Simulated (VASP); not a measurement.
# Mg32Si13Ge3 (P1) in VASP: single point with PBEsol

Aim: the single point of Mg32Si13Ge3 with PBEsol.

Everything below comes from runs of VASP 6.6.1. Logs are shortened: lines on timing, memory, paths and dates and some standing lists are left out, and cuts for length are marked.

## 1. The cell of the first run

The typed cell holds 96 atoms: a = 12.663 Å, b = 12.663 Å, c = 12.663 Å, α = 90.00°, β = 90.00°, γ = 90.00°.

## 2. Single point, PBEsol

Input file INCAR:

```
  PREC = Accurate
  ENCUT = 520
  EDIFF = 1E-6
  ISMEAR = -1
  SIGMA = 0.05
  LREAL = Auto
  LASPH = True
  NELM = 80
  ALGO = Normal
  ISIF = 2
  LWAVE = False
  LCHARG = False
  GGA = PS
  NBANDS = 212
  ISYM = 0
```

Input file KPOINTS:

```
Automatic mesh
0
Gamma
  1 1 1
  0.25 0.25 0.25
```

Input file POSCAR:

```
Mg32Si13Ge3
1.0
   12.6629221368      0.0000000000      0.0000000000
    0.0000000000     12.6629221368      0.0000000000
    0.0000000000      0.0000000000     12.6629221368
Mg Ge Si
64 6 26
Direct
    0.3743510000      0.1252440000      0.1254680000
    0.3752280000      0.1250920000      0.6254590000
    0.3750840000      0.6251190000      0.1253600000
    0.3752510000      0.6252200000      0.6251540000
    0.8757910000      0.1256510000      0.1255930000
    0.8751890000      0.1250140000      0.6251710000
    0.8757940000      0.6247230000      0.1257740000
    0.8750670000      0.6251450000      0.6250870000
    0.1252110000      0.3752790000      0.1253600000
    0.1252770000      0.3752700000      0.6253600000
    0.1258980000      0.8744880000      0.1256830000
    0.1252820000      0.8753250000      0.6251110000
    0.6251370000      0.3761060000      0.1254010000
    0.6252670000      0.3751710000      0.6253050000
    0.6247680000      0.8746580000      0.1258100000
    0.6251910000      0.8750110000      0.6252440000
    0.1254000000      0.1254800000      0.3756580000
    0.1257320000      0.1257280000      0.8749690000
    0.1252130000      0.6251970000      0.3751450000
    0.1253340000      0.6250120000      0.8754370000
    0.6253310000      0.1250180000      0.3763640000
    0.6253410000      0.1253120000      0.8742900000
    0.6252130000      0.6252700000      0.3752780000
    0.6246930000      0.6248220000      0.8748660000
    0.1254490000      0.1252820000      0.1255400000
    0.1251210000      0.1251000000      0.6251480000
    0.1251690000      0.6248800000      0.1251400000
    0.1250320000      0.6249640000      0.6250420000
    0.6249920000      0.1251660000      0.1251300000
    0.6252330000      0.1248480000      0.6251770000
    0.6246170000      0.6247420000      0.1254100000
    0.6248740000      0.6249980000      0.6253340000
    0.3747640000      0.3757270000      0.3759550000
    0.3751070000      0.3751050000      0.8756180000
    0.3751570000      0.8749850000      0.3753520000
    0.3748720000      0.8747620000      0.8749690000
    0.8753770000      0.3752520000      0.3754300000
    0.8756410000      0.3755740000      0.8748810000
    0.8757440000      0.8746400000      0.3760560000
    0.8752970000      0.8751430000      0.8746100000
    0.3746440000      0.3753750000      0.1250560000
    0.3753820000      0.3752300000      0.6255090000
    0.3747080000      0.8744270000      0.1254800000
    0.3749600000      0.8748570000      0.6251920000
    0.8755240000      0.3756130000      0.1253740000
    0.8751130000      0.3750280000      0.6251570000
    0.8757150000      0.8743920000      0.1256870000
    0.8750010000      0.8751310000      0.6248750000
    0.3745930000      0.1245730000      0.3759210000
    0.3746810000      0.1254310000      0.8749620000
    0.3750490000      0.6251950000      0.3751450000
    0.3752470000      0.6249900000      0.8751950000
    0.8756300000      0.1252520000      0.3757910000
    0.8752170000      0.1251020000      0.8740350000
    0.8751210000      0.6249290000      0.3751730000
    0.8754260000      0.6244390000      0.8747670000
    0.1249680000      0.3750550000      0.3753840000
    0.1252060000      0.3749490000      0.8753230000
    0.1251560000      0.8750630000      0.3752420000
    0.1256730000      0.8744620000      0.8747310000
    0.6255320000      0.3754270000      0.3757430000
    0.6245080000      0.3754650000      0.8746850000
    0.6247930000      0.8744270000      0.3757860000
    0.6248980000      0.8748310000      0.8743300000
    0.0005370000      0.9999480000      0.0001640000
    0.4999960000      0.0001650000      0.0000120000
    0.7502890000      0.2502420000      0.0000430000
    0.7502200000      0.7498010000      0.0001450000
    0.7502810000      0.0000240000      0.2506300000
    0.4999130000      0.2503110000      0.2506860000
    0.0003080000      0.0002270000      0.5002740000
    0.0004100000      0.5000400000      0.0001710000
    0.0001530000      0.5001470000      0.5002390000
    0.5000690000      0.9998800000      0.5005670000
    0.4999740000      0.5001240000      0.0002300000
    0.5002910000      0.5002610000      0.5002900000
    0.2501600000      0.2502440000      0.0004030000
    0.2502660000      0.2502360000      0.5007000000
    0.2502710000      0.7498050000      0.0003030000
    0.2501450000      0.7499950000      0.5002590000
    0.7503170000      0.2500470000      0.5005380000
    0.7502280000      0.7498080000      0.5003330000
    0.2500260000      0.9999840000      0.2506100000
    0.2501470000      0.0002490000      0.7501510000
    0.2500730000      0.5001000000      0.2503810000
    0.2502370000      0.5000600000      0.7502980000
    0.7501960000      0.0001300000      0.7499660000
    0.7501200000      0.5000860000      0.2505160000
    0.7500900000      0.5001030000      0.7500860000
    0.0002050000      0.2503360000      0.2503950000
    0.0000900000      0.2503260000      0.7498540000
    0.0003750000      0.7498340000      0.2505180000
    0.0002250000      0.7499930000      0.7498430000
    0.4999790000      0.2501870000      0.7500050000
    0.4999320000      0.7498770000      0.2504320000
    0.4999880000      0.7499030000      0.7500400000
```

Potentials or basis: VASP PAW PBE potentials, release 64 (Mg, Ge_d, Si).

Started as:

```bash
$ cat potpaw_PBE.64/Mg/POTCAR potpaw_PBE.64/Ge_d/POTCAR potpaw_PBE.64/Si/POTCAR > POTCAR
$ mpirun -np 1 vasp_std > vasp.out
```

OUTCAR:

```text
PREC = Accurate
   ENCUT = 520
   EDIFF = 1E-6
   ISMEAR = -1
   LREAL = Auto
   LASPH = True
   NELM = 80
   ISIF = 2
   GGA = PS
   ISYM = 0

 ion  position               nearest neighbor table
   1  0.374  0.125  0.125-  77 2.74  83 2.74  70 2.75  66 2.75  25 3.15  41 3.17  49 3.17  50 3.17
                            29 3.17  43 3.18
   2  0.375  0.125  0.625-  94 2.74  84 2.74  78 2.74  74 2.74  50 3.16  49 3.16  30 3.17  26 3.17
                            42 3.17  44 3.17
   3  0.375  0.625  0.125-  79 2.74  95 2.74  75 2.74  85 2.74  43 3.16  31 3.16  41 3.16  51 3.16
                            27 3.16  52 3.17
   4  0.375  0.625  0.625-  96 2.74  80 2.74  76 2.74  86 2.74  32 3.16  44 3.16  42 3.17  51 3.17
                            52 3.17  28 3.17
   5  0.876  0.126  0.126-  90 2.73  67 2.75  65 2.75  69 2.75  25 3.16  45 3.17  53 3.17  29 3.18
                            47 3.18  54 3.19
   6  0.875  0.125  0.625-  81 2.74  87 2.74  71 2.74  91 2.74  54 3.15  53 3.16  48 3.16  26 3.16
                            30 3.17  46 3.17
   7  0.876  0.625  0.126-  92 2.74  72 2.74  88 2.74  68 2.75  45 3.15  27 3.16  55 3.16  47 3.16
                            56 3.18  31 3.18
   8  0.875  0.625  0.625-  82 2.74  93 2.74  73 2.74  89 2.74  56 3.16  55 3.16  28 3.17  48 3.17
                            46 3.17  32 3.17
   9  0.125  0.375  0.125-  85 2.74  72 2.74  77 2.74  90 2.74  41 3.16  27 3.16  45 3.16  25 3.17
                            57 3.17  58 3.17
  10  0.125  0.375  0.625-  91 2.74  78 2.74  86 2.74  73 2.74  28 3.16  58 3.17  57 3.17  42 3.17
                            46 3.17  26 3.17
  11  0.126  0.874  0.126-  79 2.74  83 2.74  92 2.74  65 2.75  43 3.15  59 3.16  27 3.16  47 3.17
                            25 3.18  60 3.18
[... 164 lines left out ...]
  94  0.500  0.250  0.750-  42 2.74   2 2.74  62 2.74  22 2.74  14 2.74  50 2.74  34 2.74  30 2.74

  95  0.500  0.750  0.250-  15 2.74  51 2.74   3 2.74  43 2.74  23 2.74  63 2.74  35 2.74  31 2.74

  96  0.500  0.750  0.750-  64 2.74   4 2.74  32 2.74  24 2.74  52 2.74  44 2.74  36 2.74  16 2.74

IMPORTANT INFORMATION: All symmetrisations will be switched off!
NOSYMM: (Re-)initialisation of all symmetry stuff for point group C_1.

----------------------------------------------------------------------------------------

                                     Primitive cell

  volume of cell :    2030.4945

  direct lattice vectors                    reciprocal lattice vectors
    12.662922137  0.000000000  0.000000000     0.078970714  0.000000000  0.000000000
     0.000000000 12.662922137  0.000000000     0.000000000  0.078970714  0.000000000
     0.000000000  0.000000000 12.662922137     0.000000000  0.000000000  0.078970714

  length of vectors
    12.662922137 12.662922137 12.662922137     0.078970714  0.078970714  0.078970714

  position of ions in fractional coordinates (direct lattice)
     0.374351000  0.125244000  0.125468000
     0.375228000  0.125092000  0.625459000
     0.375084000  0.625119000  0.125360000
     0.375251000  0.625220000  0.625154000
     0.875791000  0.125651000  0.125593000
     0.875189000  0.125014000  0.625171000
[... 88 lines left out ...]
     0.499932000  0.749877000  0.250432000
     0.499988000  0.749903000  0.750040000

  ion indices of the primitive-cell ions
   primitive index   ion index
                 1           1
                 2           2
                 3           3
                 4           4
                 5           5
                 6           6
[... 88 lines left out ...]
                95          95
                96          96

----------------------------------------------------------------------------------------

 KPOINTS: Automatic mesh

Automatic generation of k-mesh.
 Grid dimensions read from file:
 generate k-points for:    1    1    1
   k-points           NKPTS =      4   k-points in BZ     NKDIM =      4   number of bands    NBANDS=    212
   number of dos      NEDOS =    301   number of ions     NIONS =     96
   total plane-waves  NPLWV = 884736
   dimension x,y,z NGX =    96 NGY =   96 NGZ =   96
   dimension x,y,z NGXF=   192 NGYF=  192 NGZF=  192
   ions per type =              64   6  26
   NGX,Y,Z   is equivalent  to a cutoff of  12.60, 12.60, 12.60 a.u.
   NGXF,Y,Z  is equivalent  to a cutoff of  25.21, 25.21, 25.21 a.u.
 SYSTEM =  unknown system
   PREC   = accura    normal or accurate (medium, high low for compatibility)
   ISTART =      0    job   : 0-new  1-cont  2-samecut
   ICHARG =      2    charge: 1-file 2-atom 10-const
   ISPIN  =      1    spin polarized calculation?
   LNONCOLLINEAR =      F non collinear calculations
   LSORBIT =      F    spin-orbit coupling
   LASPH  =      T    aspherical Exc in radial PAW
   ENCUT  =  520.0 eV  38.22 Ry    6.18 a.u.  23.54 23.54 23.54*2*pi/ulx,y,z
   NELM   =     80;   NELMIN=  2; NELMDL= -5     # of ELM steps
   EDIFF  = 0.1E-05   stopping-criterion for ELM
   LREAL  =      T    real-space projection
   EDIFFG = 0.1E-04   stopping-criterion for IOM
   NSW    =      0    number of steps for IOM
   IBRION =     -1    ionic relax: 0-MD 1-quasi-New 2-CG
   NFREE  =      0    steps in history (QN), initial steepest desc. (CG)
   ISIF   =      2    stress and relaxation
   ISYM   =      0    0-nonsym 1-usesym 2-fastsym
   POTIM  = 0.5000    time-step for ionic-motion
   TEBEG  =    0.0;   TEEND  =   0.0 temperature during run
   PSTRESS=    0.0 pullay stress
   NELECT =     316.0000    total number of electrons
   NUPDOWN=      -1.0000    fix difference up-down
   EMIN   =  10.00;   EMAX   =-10.00  energy-range for DOS
   EFERMI =   0.00;   METHOD = LEGACY
   ISMEAR =    -1;   SIGMA  =   0.05  broadening in eV -4-tet -1-fermi 0-gaus
   EFERMI_NEDOS =   21; number of points for ismear=-14 and -15
   IALGO  =     38    algorithm
   IMIX   =      4    mixing-type and parameters
     AMIX     =   0.40;   BMIX     =  1.00
     AMIX_MAG =   1.60;   BMIX_MAG =  1.00
  volume/ion in A,a.u.               =      21.15       142.73
  Fermi-wavevector in a.u.,A,eV,Ry     =   0.880582  1.664059 10.550299  0.775425
  Thomas-Fermi vector in A             =   2.000962
   LORBIT       =      0    0 simple, 1 ext, 2 COOP (PROOUT), +10 PAW based schemes
   GGA     = PS    functional components
   LHFCALC =     F    Hartree Fock is set to
   AEXX    =    0.0000 exact exchange contribution
   IVDW    =     0    specifies the selected vdW correction
   LEPSILON=     F    determine dielectric tensor
   LRPA    =     F    only Hartree local field effects (RPA)
 non-spin polarized calculation
  energy-cutoff  :      520.00
  volume of cell :     2030.49
 maximum number of plane-waves:     54681
 NGX is ok and might be reduce to    96
   NGX = 47   NGY = 47   NGZ = 47

 number of electron     316.0000068 magnetization

 Free energy of the ion-electron system (eV)
  ---------------------------------------------------
  ext. energy  EPLUGINS =         0.00000000
  ---------------------------------------------------
  free energy    TOTEN  =      -306.88406211 eV

  energy without entropy =     -306.87293827  energy(sigma->0) =     -306.87850019

 E-fermi :   3.7229     XC(G=0):  -8.9747

 val. band max:        3.4509143406   @ k =   0.2500  -0.2500   0.2500
 cond. band min:       4.0069540518   @ k =  -0.2500  -0.2500   0.2500
 fundamental gap:      0.5560397111
 Fermi energy:         3.7228531880

 k-point     1 :       0.2500    0.2500    0.2500
  band No.  band energies     occupation
      1     -19.9665      2.00000
      2     -19.9659      2.00000
      3     -19.9657      2.00000
      4     -19.9651      2.00000
      5     -19.9648      2.00000
      6     -19.9645      2.00000
[... 681 lines left out ...]
    169       4.9248      0.00000
    170       4.9254      0.00000
 [bands above 170 left out]

------------------------ aborting loop because EDIFF is reached ----------------------------------------

  FORCE on cell =-STRESS in cart. coord.  units (eV):
  Direction    XX          YY          ZZ          XY          YZ          ZX
  --------------------------------------------------------------------------------------
  -------------------------------------------------------------------------------------
  Total       -0.2016664     -0.2001673     -0.2067552      0.0985162      0.1038634      0.1194100
  in kB       -0.1591264     -0.1579435     -0.1631418      0.0777350      0.0819542      0.0942214
  external PRESSURE =      -0.1600706 kB  Pullay stress =       0.0000000 kB

 VOLUME and BASIS-vectors are now :
 -----------------------------------------------------------------------------
  energy-cutoff  :      520.00
  volume of cell :     2030.49
      direct lattice vectors                 reciprocal lattice vectors
    12.662922137  0.000000000  0.000000000     0.078970714  0.000000000  0.000000000
     0.000000000 12.662922137  0.000000000     0.000000000  0.078970714  0.000000000
     0.000000000  0.000000000 12.662922137     0.000000000  0.000000000  0.078970714

 POSITION                                       TOTAL-FORCE (eV/Angst)
 -----------------------------------------------------------------------------------
      4.74038      1.58596      1.58879        -0.001098     -0.013083     -0.002227
      4.75148      1.58403      7.92014        -0.002434     -0.007594     -0.006885
      4.74966      7.91583      1.58742        -0.004075     -0.014761     -0.007521
      4.75177      7.91711      7.91628        -0.007888     -0.009988     -0.001884
     11.09007      1.59111      1.59037        -0.008685     -0.013125     -0.004856
     11.08245      1.58304      7.91649         0.001341      0.004390     -0.005473
[... 88 lines left out ...]
      6.33060      9.49563      3.17120         0.002478      0.003763     -0.001901
      6.33131      9.49596      9.49770        -0.000779      0.010240      0.002595
 -----------------------------------------------------------------------------------
    total drift:                               -0.014038     -0.008887     -0.006513

  FREE ENERGIE OF THE ION-ELECTRON SYSTEM (eV)
  ---------------------------------------------------
  free  energy   TOTEN  =      -306.8840621099 eV

  energy  without entropy=     -306.8729382745  energy(sigma->0) =     -306.87850019
```

It took 44 min on 1 thread of Intel Xeon Platinum 8259CL at 2.50GHz (Skylake/Cascade Lake), shared host; peak memory 2.2 GiB.

What came out:

- Free energy: -306.8841 eV
- Pressure: 0.0 GPa
- Largest force: 0.026 eV/Å
- Band gap on the k mesh: 0.56 eV

Forces in eV/Å, atoms in the order of the input:
```
Mg  -0.001 -0.013 -0.002
Mg  -0.002 -0.008 -0.007
Mg  -0.004 -0.015 -0.008
Mg  -0.008 -0.010 -0.002
Mg  -0.009 -0.013 -0.005
Mg   0.001  0.004 -0.005
Mg  -0.014 -0.009 -0.010
Mg  -0.003 -0.009  0.002
Mg  -0.003 -0.009 -0.003
Mg  -0.008 -0.010 -0.005
Mg  -0.014  0.004 -0.005
Mg  -0.007 -0.007  0.000
Mg  -0.003 -0.014 -0.011
Mg   0.001 -0.009 -0.007
Mg   0.001  0.000 -0.011
Mg  -0.004 -0.004 -0.006
Mg  -0.011 -0.011 -0.014
Mg  -0.015 -0.012 -0.007
Mg  -0.004 -0.010  0.003
Mg  -0.007 -0.002 -0.014
Mg  -0.011 -0.002 -0.007
Mg  -0.013 -0.006 -0.001
Mg  -0.003 -0.013  0.003
Mg   0.004 -0.013  0.000
Mg   0.005  0.008  0.011
Mg   0.003  0.007  0.010
Mg   0.007  0.003  0.009
Mg   0.008  0.008  0.009
Mg   0.008  0.007  0.013
Mg  -0.004  0.013  0.002
Mg   0.011 -0.001  0.007
Mg   0.018  0.003 -0.007
Mg  -0.002 -0.012 -0.007
Mg  -0.003 -0.002 -0.012
Mg  -0.002  0.002  0.003
Mg  -0.008 -0.001 -0.008
Mg  -0.013 -0.012 -0.003
Mg  -0.010 -0.008 -0.006
Mg  -0.011  0.000 -0.017
Mg  -0.002 -0.011 -0.012
Mg   0.006  0.012  0.002
Mg  -0.003  0.000 -0.005
Mg   0.005  0.019  0.007
Mg   0.008  0.017  0.004
Mg   0.003  0.000  0.010
Mg   0.001  0.007  0.001
Mg   0.000  0.016  0.005
Mg   0.010  0.001  0.014
Mg   0.013  0.009  0.004
Mg   0.006  0.005 -0.002
Mg   0.004 -0.004  0.009
Mg  -0.003  0.000  0.008
Mg   0.001  0.013 -0.002
Mg   0.013  0.007  0.021
Mg   0.004  0.004  0.009
Mg   0.007  0.013  0.003
Mg   0.011  0.005  0.001
Mg   0.001  0.005  0.000
Mg   0.003  0.005  0.008
Mg  -0.001  0.014  0.005
Mg   0.005  0.000  0.009
Mg   0.016  0.004  0.010
Mg   0.005  0.014  0.006
Mg   0.011  0.011  0.007
Ge  -0.002  0.005 -0.004
Ge  -0.003 -0.011  0.007
Ge  -0.004  0.011 -0.001
Ge  -0.003  0.001  0.002
Ge   0.002 -0.008 -0.003
Ge   0.005 -0.007 -0.005
Si   0.007 -0.008  0.004
Si  -0.001  0.005  0.003
Si   0.001 -0.003 -0.001
Si  -0.001 -0.002 -0.004
Si  -0.003  0.002 -0.001
Si  -0.007  0.003  0.003
Si  -0.009  0.001 -0.004
Si  -0.008  0.000 -0.012
Si  -0.002  0.000 -0.006
Si  -0.004  0.005 -0.002
Si  -0.001  0.008 -0.005
Si  -0.009  0.009  0.003
Si   0.005  0.001 -0.008
Si   0.000 -0.014 -0.002
Si  -0.003  0.006 -0.001
Si  -0.002  0.006  0.003
Si  -0.005 -0.018 -0.005
Si   0.010  0.011 -0.008
Si  -0.001 -0.001 -0.002
Si   0.012 -0.002  0.005
Si   0.017 -0.008  0.015
Si   0.004  0.004 -0.005
Si   0.000  0.000  0.013
Si   0.008 -0.004  0.009
Si   0.002  0.004 -0.002
Si  -0.001  0.010  0.003
```

Levels at points of the mesh, in eV from the valence-band top:
```csv
k point,band 154,band 155,band 156,band 157,band 158,band 159,band 160,band 161,band 162,band 163
"(0.25, 0.25, 0.25)",-0.27,-0.26,-0.25,0.00,0.00,0.56,0.57,0.58,1.21,1.22
```

Caveat: semilocal functionals underestimate gaps, and a narrow one can read as zero; the PAW data sets were made with another functional, which shifts forces and pressure a little; a shifted mesh leaves out Γ, where band edges can lie. A k mesh can miss the band edges.
